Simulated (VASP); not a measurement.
# Ti3Al (P-6m2) in VASP: further runs, part 2 of 2

VASP 6.6.1. The steps go on from the part before.

### Step 5. Single point, r2SCAN

This run uses another cell than the first one, of 18.15 Å³/atom, 1.060 times its volume.

Input file POSCAR:

```
Ti3Al
1.0
    2.9849595887      0.0000000000      0.0000000000
   -1.4924797943      2.5850508331      0.0000000000
    0.0000000000      0.0000000000      9.4073169995
Ti Al
3 1
Direct
    0.3333333333      0.6666666667      0.2494060000
    0.3333333333      0.6666666667      0.7505940000
    0.6666666667      0.3333333333      0.0000000000
    0.6666666667      0.3333333333      0.5000000000
```

Input file INCAR.step1:

```
PREC = Accurate
ENCUT = 520
ISMEAR = -1
SIGMA = 0.05
LREAL = False
LASPH = True
NELM = 60
NBANDS = 28
GGA = PE
ALGO = Normal
EDIFF = 1E-4
LWAVE = True
LCHARG = False
```

Input file INCAR.step2:

```
PREC = Accurate
ENCUT = 520
EDIFF = 1E-6
ISMEAR = -1
SIGMA = 0.05
LREAL = False
LASPH = True
NELM = 60
ALGO = Normal
ISIF = 2
LWAVE = False
LCHARG = False
METAGGA = R2SCAN
LMIXTAU = True
NBANDS = 28
ISTART = 1
```

Input file KPOINTS:

```
regular mesh
0
Gamma
  10 10 3
```

Potentials or basis: VASP PAW PBE potentials, release 64 (Ti_sv, Al).

Started as:

```console
cat potpaw_PBE.64/Ti_sv/POTCAR potpaw_PBE.64/Al/POTCAR > POTCAR
cp INCAR.step1 INCAR
mpirun -np 1 vasp_std > vasp.out
cp INCAR.step2 INCAR
mpirun -np 1 vasp_std > vasp.out
```

OUTCAR:

```text
PREC = Accurate
   ENCUT = 520
   EDIFF = 1E-6
   ISMEAR = -1
   LREAL = False
   LASPH = True
   NELM = 60
   ISIF = 2
   METAGGA = R2SCAN
   ISTART = 1

 ion  position               nearest neighbor table
   1  0.333  0.667  0.249-   3 2.91   3 2.91   3 2.91   4 2.92   4 2.92   4 2.92
   2  0.333  0.667  0.751-   3 2.91   3 2.91   3 2.91   4 2.92   4 2.92   4 2.92
   3  0.667  0.333  0.000-   1 2.91   2 2.91   1 2.91   2 2.91   1 2.91   2 2.91
   4  0.667  0.333  0.500-   1 2.92   2 2.92   1 2.92   2 2.92   1 2.92   2 2.92

  LATTYP: Found a hexagonal cell.
 ALAT       =     2.9849595887
 C/A-ratio  =     3.1515726495

  Lattice vectors:

 A1 = (   2.9849595887,   0.0000000000,   0.0000000000)
 A2 = (  -1.4924797943,   2.5850508331,   0.0000000000)
 A3 = (   0.0000000000,   0.0000000000,   9.4073169995)

Analysis of symmetry for initial positions (statically):
=====================================================================
 Subroutine PRICEL returns:
 Original cell was already a primitive cell.

 Routine SETGRP: Setting up the symmetry group for a
 hexagonal supercell.

 Subroutine GETGRP returns: Found 12 space group operations
 (whereof 12 operations were pure point group operations)
 out of a pool of 24 trial point group operations.

The static configuration has the point symmetry D_3h.

Analysis of symmetry for dynamics (positions and initial velocities):
=====================================================================
 Subroutine PRICEL returns:
 Original cell was already a primitive cell.

 Routine SETGRP: Setting up the symmetry group for a
 hexagonal supercell.

 Subroutine GETGRP returns: Found 12 space group operations
 (whereof 12 operations were pure point group operations)
 out of a pool of 24 trial point group operations.

The dynamic configuration has the point symmetry D_3h.

 Subroutine INISYM returns: Found 12 space group operations
 (whereof 12 operations are pure point group operations),
 and found     1 'primitive' translations

----------------------------------------------------------------------------------------

                                     Primitive cell

  volume of cell :      72.5894

  direct lattice vectors                    reciprocal lattice vectors
     2.984959589  0.000000000  0.000000000     0.335012911  0.193419794  0.000000000
    -1.492479794  2.585050833  0.000000000     0.000000000  0.386839588  0.000000000
     0.000000000  0.000000000  9.407317000     0.000000000  0.000000000  0.106300234

  length of vectors
     2.984959589  2.984959589  9.407317000     0.386839588  0.386839588  0.106300234

  position of ions in fractional coordinates (direct lattice)
     0.333333333  0.666666667  0.249406000
     0.333333333  0.666666667  0.750594000
     0.666666667  0.333333333  0.000000000
     0.666666667  0.333333333  0.500000000

  ion indices of the primitive-cell ions
   primitive index   ion index
                 1           1
                 2           2
                 3           3
                 4           4

----------------------------------------------------------------------------------------

 KPOINTS: regular mesh

Automatic generation of k-mesh.
 Grid dimensions read from file:
 generate k-points for:   10   10    3

 Generating k-lattice:

  Cartesian coordinates                     Fractional coordinates (reciprocal lattice)
     0.033501291  0.019341979  0.000000000     0.100000000  0.000000000  0.000000000
     0.000000000  0.038683959  0.000000000     0.000000000  0.100000000  0.000000000
     0.000000000  0.000000000  0.035433411     0.000000000  0.000000000  0.333333333

  Length of vectors
     0.038683959  0.038683959  0.035433411

  Shift w.r.t. Gamma in fractional coordinates (k-lattice)
     0.000000000  0.000000000  0.000000000

 Subroutine IBZKPT returns following result:
 ===========================================

 Found     28 irreducible k-points:

 Following reciprocal coordinates:
            Coordinates               Weight
  0.000000  0.000000  0.000000      1.000000
  0.100000 -0.000000  0.000000      6.000000
  0.200000 -0.000000  0.000000      6.000000
  0.300000 -0.000000  0.000000      6.000000
  0.400000 -0.000000  0.000000      6.000000
  0.500000 -0.000000  0.000000      3.000000
[... 16 lines left out ...]
  0.300000  0.100000  0.333333     24.000000
  0.400000  0.100000  0.333333     24.000000
 [... further k-points ...]
   k-points           NKPTS =     28   k-points in BZ     NKDIM =     28   number of bands    NBANDS=     28
   number of dos      NEDOS =    301   number of ions     NIONS =      4
   total plane-waves  NPLWV =  40320
   dimension x,y,z NGX =    24 NGY =   24 NGZ =   70
   dimension x,y,z NGXF=    48 NGYF=   48 NGZF=  140
   ions per type =               3   1
   NGX,Y,Z   is equivalent  to a cutoff of  13.37, 13.37, 12.37 a.u.
   NGXF,Y,Z  is equivalent  to a cutoff of  26.73, 26.73, 24.74 a.u.
 SYSTEM =  unknown system
   PREC   = accura    normal or accurate (medium, high low for compatibility)
   ISTART =      1    job   : 0-new  1-cont  2-samecut
   ICHARG =      0    charge: 1-file 2-atom 10-const
   ISPIN  =      1    spin polarized calculation?
   LNONCOLLINEAR =      F non collinear calculations
   LSORBIT =      F    spin-orbit coupling
   LASPH  =      T    aspherical Exc in radial PAW
   ENCUT  =  520.0 eV  38.22 Ry    6.18 a.u.   5.55  5.55 17.49*2*pi/ulx,y,z
   NELM   =     60;   NELMIN=  2; NELMDL=  0     # of ELM steps
   EDIFF  = 0.1E-05   stopping-criterion for ELM
   LREAL  =      F    real-space projection
   EDIFFG = 0.1E-04   stopping-criterion for IOM
   NSW    =      0    number of steps for IOM
   IBRION =     -1    ionic relax: 0-MD 1-quasi-New 2-CG
   NFREE  =      0    steps in history (QN), initial steepest desc. (CG)
   ISIF   =      2    stress and relaxation
   ISYM   =      2    0-nonsym 1-usesym 2-fastsym
   POTIM  = 0.5000    time-step for ionic-motion
   TEBEG  =    0.0;   TEEND  =   0.0 temperature during run
   PSTRESS=    0.0 pullay stress
   NELECT =      39.0000    total number of electrons
   NUPDOWN=      -1.0000    fix difference up-down
   EMIN   =  10.00;   EMAX   =-10.00  energy-range for DOS
   EFERMI =   0.00;   METHOD = LEGACY
   ISMEAR =    -1;   SIGMA  =   0.05  broadening in eV -4-tet -1-fermi 0-gaus
   EFERMI_NEDOS =   21; number of points for ismear=-14 and -15
   IALGO  =     38    algorithm
   IMIX   =      4    mixing-type and parameters
     AMIX     =   0.40;   BMIX     =  1.00
     AMIX_MAG =   1.60;   BMIX_MAG =  1.00
  volume/ion in A,a.u.               =      18.15       122.46
  Fermi-wavevector in a.u.,A,eV,Ry     =   1.330879  2.514997 24.099171  1.771239
  Thomas-Fermi vector in A             =   2.459933
   LORBIT       =      0    0 simple, 1 ext, 2 COOP (PROOUT), +10 PAW based schemes
   METAGGA = R2SCAN    functional components
   LHFCALC =     F    Hartree Fock is set to
   AEXX    =    0.0000 exact exchange contribution
   IVDW    =     0    specifies the selected vdW correction
   LEPSILON=     F    determine dielectric tensor
   LRPA    =     F    only Hartree local field effects (RPA)
 non-spin polarized calculation
  energy-cutoff  :      520.00
  volume of cell :       72.59
 maximum number of plane-waves:      1991
 NGX is ok and might be reduce to    24
   NGX = 11   NGY = 11   NGZ = 35

 number of electron      39.0000006 magnetization

 Free energy of the ion-electron system (eV)
  ---------------------------------------------------
  ext. energy  EPLUGINS =         0.00000000
  ---------------------------------------------------
  free energy    TOTEN  =       -46.07888440 eV

  energy without entropy =      -46.05108874  energy(sigma->0) =      -46.06498657

 E-fermi :   7.4604     XC(G=0): -11.7725

 val. band max:        7.4260630420   @ k =   0.2000   0.2000   0.3333
 cond. band min:       7.4686676875   @ k =   0.4000   0.2000   0.3333
 fundamental gap:      0.0426046454
 Fermi energy:         7.4603783262

 k-point     1 :       0.0000    0.0000    0.0000
  band No.  band energies     occupation
      1     -51.7937      2.00000
      2     -51.7477      2.00000
      3     -51.7060      2.00000
      4     -27.2234      2.00000
      5     -27.0074      2.00000
      6     -26.7632      2.00000
[... 20 lines left out ...]
     27       9.6024      0.00000
     28      10.1821      0.00000
[... 683 lines left out ...]
 k-point    24 :       0.4000    0.1000    0.3333
  band No.  band energies     occupation
      1     -51.7031      2.00000
      2     -51.6862      2.00000
      3     -51.6741      2.00000
      4     -27.1746      2.00000
      5     -27.1524      2.00000
      6     -27.0645      2.00000
[... 20 lines left out ...]
     27      10.5641      0.00000
     28      10.8435      0.00000

 [... further k-points ...]
[... 5 lines left out ...]
  --------------------------------------------------------------------------------------
  -------------------------------------------------------------------------------------
  Total       -2.9027037     -2.9027037     -3.0803648     -0.0000000     -0.0000000      0.0000000
  in kB      -64.0678234    -64.0678235    -67.9891191     -0.0000000     -0.0000000      0.0000000
  external PRESSURE =     -65.3749220 kB  Pullay stress =       0.0000000 kB

 VOLUME and BASIS-vectors are now :
 -----------------------------------------------------------------------------
  energy-cutoff  :      520.00
  volume of cell :       72.59
      direct lattice vectors                 reciprocal lattice vectors
     2.984959589  0.000000000  0.000000000     0.335012911  0.193419794  0.000000000
    -1.492479794  2.585050833  0.000000000     0.000000000  0.386839588  0.000000000
     0.000000000  0.000000000  9.407317000     0.000000000  0.000000000  0.106300234

 POSITION                                       TOTAL-FORCE (eV/Angst)
 -----------------------------------------------------------------------------------
     -0.00000      1.72337      2.34624         0.000000     -0.000000     -0.020719
     -0.00000      1.72337      7.06108         0.000000     -0.000000      0.020719
      1.49248      0.86168      0.00000         0.000000     -0.000000      0.000000
      1.49248      0.86168      4.70366        -0.000000      0.000000      0.000000
 -----------------------------------------------------------------------------------
    total drift:                               -0.000002      0.000001      0.000000

  FREE ENERGIE OF THE ION-ELECTRON SYSTEM (eV)
  ---------------------------------------------------
  free  energy   TOTEN  =       -46.0788843968 eV

  energy  without entropy=      -46.0510887419  energy(sigma->0) =      -46.06498657
```

It took 1.9 min on 1 thread of Intel Xeon 6975P-C (Granite Rapids), shared host; peak memory 0.22 GiB.

What came out:

* Free energy: -46.0789 eV
* Pressure: -6.5 GPa
* Largest force: 0.021 eV/Å

Forces in eV/Å, atoms in the order of the input:
```
Ti   0.000  0.000 -0.021
Ti   0.000  0.000  0.021
Ti   0.000  0.000  0.000
Al   0.000  0.000  0.000
```

Caveat: the PAW data sets were made with another functional, which shifts forces and pressure a little.

### Step 6. Overview

| cell | gap on the mesh (eV) | pressure (GPa) | largest force (eV/Å) |
| --- | --- | --- | --- |
| a = 2.928, b = 2.928, c = 9.226 Å, angles 90.0, 90.0, 120.0°, 4 atoms | none | -0.6 | 0.01 |
| a = 2.947, b = 2.947, c = 9.287 Å, angles 90.0, 90.0, 120.0°, 4 atoms | none | -2.7 | - |
| a = 2.966, b = 2.966, c = 9.348 Å, angles 90.0, 90.0, 120.0°, 4 atoms | none | -4.7 | 0.01 |
| a = 2.985, b = 2.985, c = 9.407 Å, angles 90.0, 90.0, 120.0°, 4 atoms | none | -6.5 | 0.02 |

Alike in all rows: task single point; level r2SCAN; potentials or basis VASP PAW PBE potentials, release 64 (Ti_sv, Al); no spin polarisation; k mesh 10 × 10 × 3; cutoff (eV) 520; smearing fermi-dirac 0.05 eV.

Caveats: the PAW data sets were made with another functional, which shifts forces and pressure a little.

Total energies depend on the potentials used, so only differences within one code and one set of settings carry meaning.
